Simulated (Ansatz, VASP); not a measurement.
# One calculation of LiBr, two programs

The input INCAR:

```
ALGO     = Normal         # electronic algorithm
EDIFF    = 1E-6           # SCF threshold, eV
ENCUT    = 750            # plane-wave cutoff, eV
GGA_COMPAT= False        
ISIF     = 2              # what is computed and relaxed
ISMEAR   = -1             # smearing method
LASPH    = True           # aspherical terms in the spheres
LCHARG   = False          # write CHGCAR
LREAL    = False          # projectors in reciprocal space
LWAVE    = False          # write WAVECAR
NBANDS   = 12             # bands
NELM     = 120            # most SCF steps
PREC     = Accurate       # precision mode
SIGMA    = 0.03           # smearing width, eV
```

The input KPOINTS:

```
k-points
0
Gamma
  8 8 8
```

File POSCAR:

```
LiBr
1.0
    0.0000000000      2.7445000000      2.7445000000
    2.7445000000      0.0000000000      2.7445000000
    2.7445000000      2.7445000000      0.0000000000
Li Br
1 1
Direct
    0.0000000000      0.0000000000      0.0000000000
    0.5000000000      0.5000000000      0.5000000000
```

Input for Ansatz:

```yaml
crystal:
  lattice:
    - [0.0, 2.7445, 2.7445]
    - [2.7445, 0.0, 2.7445]
    - [2.7445, 2.7445, 0.0]
  atoms:
    - { symbol: Li, position: [0.0, 0.0, 0.0] }
    - { symbol: Br, position: [0.5, 0.5, 0.5] }
kpoints:
  mp_grid: { grid: [8, 8, 8] }
  band_path:
    path:
      - [0.0, 0.0, 0.0]
      - [0.5, 0.0, 0.5]
      - [0.625, 0.25, 0.625]
      - [0.375, 0.375, 0.75]
      - [0.0, 0.0, 0.0]
      - [0.5, 0.5, 0.5]
      - [0.5, 0.25, 0.75]
      - [0.5, 0.0, 0.5]
    npoints: 5
scf:
  occupations: { method: fermi_dirac, width: 0.03 }
hamiltonian:
  xc: lda
  pseudopotentials: { kind: all_electron, lapw: { basis_error: 0.0005 } }
output:
  forces: true
  stress: true
  eigenvalues: true
```

Alike in both runs: task single point; functional LDA; k mesh 8 × 8 × 8; occupations fermi-dirac, width 0.03 eV; no spin polarisation.

```csv
,VASP,Ansatz
version,VASP 6.6.1,Ansatz 0.2.0
potentials or method,"VASP PAW LDA potentials, release 64 (Li_sv, Br), cutoff 750 eV","all-electron LAPW, scalar-relativistic"
```

```csv
,VASP,Ansatz,Ansatz less VASP
gap on the k mesh at the Fermi level (eV),4.69,4.67,-0.017
pressure (GPa),-2.7,-2.7,+0.03
```

LDA's correlation is that of Perdew and Zunger in VASP and of Perdew and Wang (1992) in Ansatz. Ansatz ran all-electron here, and VASP with PAW potentials.
